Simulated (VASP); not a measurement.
**Na2Sb5: single point with PBE**

Na2Sb5:

```
Na Sb
1.0
     0.00000    5.52499    5.52499
     5.52499    0.00000    5.52499
     5.52499    5.52499    0.00000
Na Sb
2 5
Direct
  0.50000 0.50000 0.50000
  0.25000 0.25000 0.25000
  0.00000 0.00000 0.00000
  0.84694 0.84694 0.84694
  0.84694 0.84694 0.45917
  0.84694 0.45917 0.84694
  0.45917 0.84694 0.84694
```

- Program: VASP 6.6.1
- Task: single point
- Functional: PBE
- Potentials or basis: VASP PAW PBE potentials, release 64 (Na_pv, Sb)
- Cutoff: 520 eV
- k mesh: 4 × 4 × 4
- Occupations: gaussian, width 0.1 eV
- Spin: no spin polarisation
- Dipole correction: no
- Further INCAR settings: ALGO = Normal; EDIFF = 1e-06; NBANDS = 28

| Property | Result |
| --- | --- |
| Pressure | 0.1 GPa |
| Largest force | 0.019 eV/Å |

Forces in eV/Å, atoms in the order of the input:
```
Na   0.000  0.000  0.000
Na   0.000  0.000  0.000
Sb   0.000  0.000  0.000
Sb  -0.011 -0.011 -0.011
Sb   0.011  0.011 -0.011
Sb   0.011 -0.011  0.011
Sb  -0.011  0.011  0.011
```

Levels at points of the mesh, in eV from the Fermi level:
```csv
k point,band 16,band 17,band 18,band 19,band 20,band 21,band 22,band 23
"(0.00, 0.00, 0.00)",-1.95,-1.95,0.07,0.33,0.33,0.33,1.42,1.42
"(0.50, 0.00, 0.00)",-1.83,-1.83,-0.84,-0.84,-0.23,0.66,1.10,1.10
"(0.50, 0.50, 0.00)",-2.24,-1.57,-1.51,-1.51,0.29,0.69,1.02,1.28
```

Run time: 64 s on 1 thread of Intel(R) Xeon(R) Platinum 8488C (Sapphire Rapids) (shared host), peak memory 0.49 GiB.

Caveat: spin-orbit coupling is left out, which moves the levels of the heavy elements.
